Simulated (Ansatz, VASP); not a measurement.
## Si: VASP beside Ansatz

```
CELL_PARAMETERS angstrom
3.85128 0.00000 0.00000
-1.92564 3.33531 0.00000
0.00000 0.00000 6.36502
ATOMIC_POSITIONS crystal
Si 0.33333 0.66667 0.08650
Si 0.66667 0.33333 0.56293
Si 0.33333 0.66667 0.43707
Si 0.66667 0.33333 0.93707
```

Alike in both runs: task single point; functional PBE; k mesh 12 × 12 × 6; occupations gaussian, width 0.05 eV; no spin polarisation.

```csv
,VASP,Ansatz
version,VASP 6.6.1,Ansatz 0.2.0
potentials or method,"VASP PAW PBE potentials, release 64 (Si), cutoff 500 eV","scalar-relativistic, plane waves, PAW"
valence electrons in the cell,16,16
```

|  | VASP | Ansatz | Ansatz less VASP |
| --- | --- | --- | --- |
| gap on the k mesh at the Fermi level (eV) | 0.24 | 0.24 | -0.002 |
| least direct gap on the mesh (eV) | 0.81 | 0.81 | -0.004 |
| pressure (GPa) | 0.3 | 0.4 | +0.08 |
| traceless stress, the component that is largest in VASP (GPa) | 3.60 | 3.62 | +0.027 |
| rms of the force components (eV/Å) | 0.891 | 0.893 | +0.0016 |

Atom by atom the forces differ by 0.002 eV/Å (rms over components).
